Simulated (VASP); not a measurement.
A run of VASP 6.6.1 is set up as follows.

Contents of INCAR:

```
SYSTEM = Ag
ALGO = Normal ; EDIFF = 1E-6
ENCUT = 500 ; GGA = PS
GGA_COMPAT = .FALSE. ; ISIF = 2
ISMEAR = 0 ; IVDW = 13
LASPH = .TRUE. ; LCHARG = .FALSE.
LREAL = .FALSE. ; LWAVE = .FALSE.
NBANDS = 12 ; NELM = 120
PREC = Accurate ; SIGMA = 0.1
```

File KPOINTS:

```
k-points
0
G
  18 18 18
  0 0 0
```

File POSCAR:

```
Ag
1.0
    0.0000000000      2.0108724253      2.0108724253
    2.0108724253      0.0000000000      2.0108724253
    2.0108724253      2.0108724253      0.0000000000
Ag
1
Direct
    0.0000000000      0.0000000000      0.0000000000
```

Potentials or basis: VASP PAW PBE potentials, release 64 (Ag).

Command:

```console
$ cat potpaw_PBE.64/Ag/POTCAR > POTCAR
$ mpirun -np 1 vasp_std > vasp.out
```

Task: Estimate the pressure.

Result: -0.3 GPa.

Task: What does it give for the dispersion energy per atom?

Result: -0.346 eV.

Caveat: the PAW data sets were made with another functional, which shifts forces and pressure a little; pairwise dispersion overbinds metals, which lowers pressure and volume.
